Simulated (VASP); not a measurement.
Set up this calculation in VASP 6.6.1, as the native input.

```yaml
Task: electric field gradients
Functional: PBEsol
Potentials_or_basis: VASP PAW PBE potentials, release 64 (As)
Cutoff: 520 eV
k_mesh: 12 × 12 × 12
Occupations: fermi-dirac, width 0.05 eV
Spin: no spin polarisation
Dipole_correction: no
Further_INCAR_settings: ALGO = Normal; EDIFF = 1e-08; NBANDS = 12
```

The structure of As lies in POSCAR:

```
As
1.0
    1.8929275864      1.0928822516      3.7349508970
   -1.8929275864      1.0928822516      3.7349508970
    0.0000000000     -2.1857645032      3.7349508970
As
2
Direct
    0.2244335900      0.2244335900      0.2244335900
    0.7755664100      0.7755664100      0.7755664100
```

These files were run (other wordings do the same):

INCAR

```
PREC = Accurate
ENCUT = 520
EDIFF = 1E-8
ISMEAR = -1
SIGMA = 0.05
LREAL = F
LASPH = T
NELM = 60
ALGO = Normal
ISIF = 2
LWAVE = F
LCHARG = F
GGA = PS
LEFG = T
NBANDS = 12
```

KPOINTS

```
Automatic mesh
0
Gamma
  12 12 12
```

Potentials or basis: VASP PAW PBE potentials, release 64 (As).

The run is started by

```bash
$ cat potpaw_PBE.64/As/POTCAR > POTCAR
$ mpirun -np 1 vasp_std > vasp.out
```

It gave:

* Pressure: -2.7 GPa
* Largest force: 0.056 eV/Å
* Band gap on the k mesh: zero (bands 5 and 6 overlap by 0.49 eV)
* Largest electric field gradient by atom: As -51.1 V/Å²

Caveat: without QUAD_EFG the Cq values of the log hold for a quadrupole moment of 1 mb, not for the nuclei; the PAW data sets were made with another functional, which shifts forces and pressure a little.

Wall time 2.5 min on 1 thread of Intel Xeon 8259CL (shared host), peak memory 0.24 GiB.
